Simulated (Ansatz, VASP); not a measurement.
# Ba in VASP and in Ansatz

The input INCAR:

```
  ALGO = Normal
  EDIFF = 1E-6
  ENCUT = 520
  GGA = PE
  ISIF = 2
  ISMEAR = -1
  LASPH = True
  LCHARG = True
  LELF = True
  LREAL = False
  LVHAR = True
  LWAVE = False
  NBANDS = 11
  NELM = 100
  PREC = Accurate
  SIGMA = 0.1
```

KPOINTS

```
k-points
0
Gamma
  15 15 15
```

File POSCAR:

```
Ba
1.0
   -2.5777802766      2.5777802766      2.5777802766
    2.5777802766     -2.5777802766      2.5777802766
    2.5777802766      2.5777802766     -2.5777802766
Ba
1
Direct
    0.0000000000      0.0000000000      0.0000000000
```

Input for Ansatz:

```yaml
crystal:
  lattice:
    - [-2.5777802766, 2.5777802766, 2.5777802766]
    - [2.5777802766, -2.5777802766, 2.5777802766]
    - [2.5777802766, 2.5777802766, -2.5777802766]
  atoms:
    - { symbol: Ba, position: [0.0, 0.0, 0.0] }
hamiltonian:
  xc: pbe
  pseudopotentials:
    kind: paw
    azcp:
      Ba: "pseudopotentials/Ba.paw.azcp"
basis:
  ecutwfc: 420
  fft_grid_basis: typed
kpoints:
  mp_grid: { grid: [15, 15, 15], shift: [0, 0, 0] }
magnetization:
  spin_polarized: false
scf:
  occupations: { method: fermi_dirac, width: 0.1 }
output:
  stress: true
```

Alike in both runs: task single point; functional PBE; k mesh 15 × 15 × 15; occupations fermi-dirac, width 0.1 eV; no spin polarisation.

```csv
,VASP,Ansatz
version,VASP 6.6.1,Ansatz 0.2.0
potentials or method,"VASP PAW PBE potentials, release 64 (Ba_sv), cutoff 520 eV","plane waves (420 eV) with PAW, scalar-relativistic"
valence electrons in the cell,10,10
```

|  | VASP | Ansatz | Ansatz less VASP |
| --- | --- | --- | --- |
| pressure (GPa) | -0.6 | -0.6 | -0.03 |

The functional is the same, so the differences come from potentials, cutoffs and numerics.

Spin-orbit coupling is off throughout.
